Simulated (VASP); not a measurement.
Here is a VASP 6.6.1 calculation.

Contents of INCAR:

```
SYSTEM = Cu
PREC = Accurate
ENCUT = 520
EDIFF = 1E-7
ISMEAR = 0
SIGMA = 0.15
LREAL = .FALSE.
LASPH = .TRUE.
NELM = 60
ALGO = Fast
ISIF = 2
LWAVE = .FALSE.
LCHARG = .FALSE.
GGA = PS
NBANDS = 18
```

File KPOINTS:

```
Automatic mesh
0
G
  24 24 12
  0 0 0
```

The input POSCAR:

```
Cu
1.0
    2.5340966698      0.0000000000      0.0000000000
   -1.2670483349      2.1945920917      0.0000000000
    0.0000000000      0.0000000000      4.1845409925
Cu
2
Direct
    0.3333333333      0.6666666667      0.2500000000
    0.6666666667      0.3333333333      0.7500000000
```

Potentials or basis: VASP PAW PBE potentials, release 64 (Cu).

Command:

```sh
$ cat potpaw_PBE.64/Cu/POTCAR > POTCAR
$ mpirun -np 1 vasp_std > vasp.out
```

(1) Estimate the pressure.

(2) Estimate the band gap on the k mesh.

Answers

(1) -3.5 GPa.

(2) zero (band 11 reaches 11.70 eV, above the bottom of band 12 at 5.62 eV).

Caveat: the cell differs from its parent crystal (strain +0.0175 x Voigt [0, 0, 1, 0, 0, 0]); the PAW data sets were made with another functional, which shifts forces and pressure a little.
